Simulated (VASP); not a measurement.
Set up this calculation in VASP 6.6.1, as the native input.

- Task: single point
- Functional: HSE06
- Potentials or basis: VASP PAW PBE potentials, release 64 (Li_sv)
- Cutoff: 520 eV
- k mesh: 6 × 6 × 6
- Occupations: fermi-dirac, width 0.1 eV
- Spin: no spin polarisation
- Dipole correction: no
- Grid for exact exchange (PRECFOCK): Normal
- Further INCAR settings: ALGO = Normal; EDIFF = 1e-06; NBANDS = 8
- Share of exact exchange: 0.25
- Screening parameter: 0.2079 1/Å

Li:

```xyz
1
Lattice="-1.7426 1.7426 1.7426 1.7426 -1.7426 1.7426 1.7426 1.7426 -1.7426" Properties=species:S:1:pos:R:3 pbc="T T T"
Li    0.0000    0.0000    0.0000
```

These files were run (other wordings do the same):

POSCAR

```
Li
1.0
   -1.7426341746      1.7426341746      1.7426341746
    1.7426341746     -1.7426341746      1.7426341746
    1.7426341746      1.7426341746     -1.7426341746
Li
1
Direct
    0.0000000000      0.0000000000      0.0000000000
```

INCAR.step1

```
  PREC = Accurate
  ENCUT = 520
  EDIFF = 1E-5
  ISMEAR = -1
  SIGMA = 0.1
  LREAL = F
  LASPH = T
  NELM = 60
  ALGO = Normal
  ISIF = 2
  LWAVE = T
  NBANDS = 8
  GGA = PE
```

INCAR.step2

```
  PREC = Accurate
  ENCUT = 520
  EDIFF = 1E-6
  ISMEAR = -1
  SIGMA = 0.1
  LREAL = F
  LASPH = T
  NELM = 60
  ALGO = Normal
  ISIF = 2
  LWAVE = F
  LCHARG = T
  GGA = PE
  LHFCALC = T
  HFSCREEN = 0.2079
  PRECFOCK = Normal
  LELF = T
  LVHAR = T
  NBANDS = 8
  ISTART = 1
```

KPOINTS

```
regular mesh
0
Gamma
  6 6 6
```

Potentials or basis: VASP PAW PBE potentials, release 64 (Li_sv).

Launch:

```sh
$ cat potpaw_PBE.64/Li_sv/POTCAR > POTCAR
$ cp INCAR.step1 INCAR
$ mpirun -np 1 vasp_std > vasp.out
$ cp INCAR.step2 INCAR
$ mpirun -np 1 vasp_std > vasp.out
```

It gave:

```yaml
Band_gap_on_the_k_mesh: zero (an odd number of electrons rules out a gap without spin polarisation)
```

Caveat: the k points lie up to 0.42 Å⁻¹ apart, too coarse for converged energies and pressures of a metal.

Run time: 39 s on 1 thread of Intel(R) Xeon(R) 6975P-C (Granite Rapids), on a shared host, peak memory 0.22 GiB.
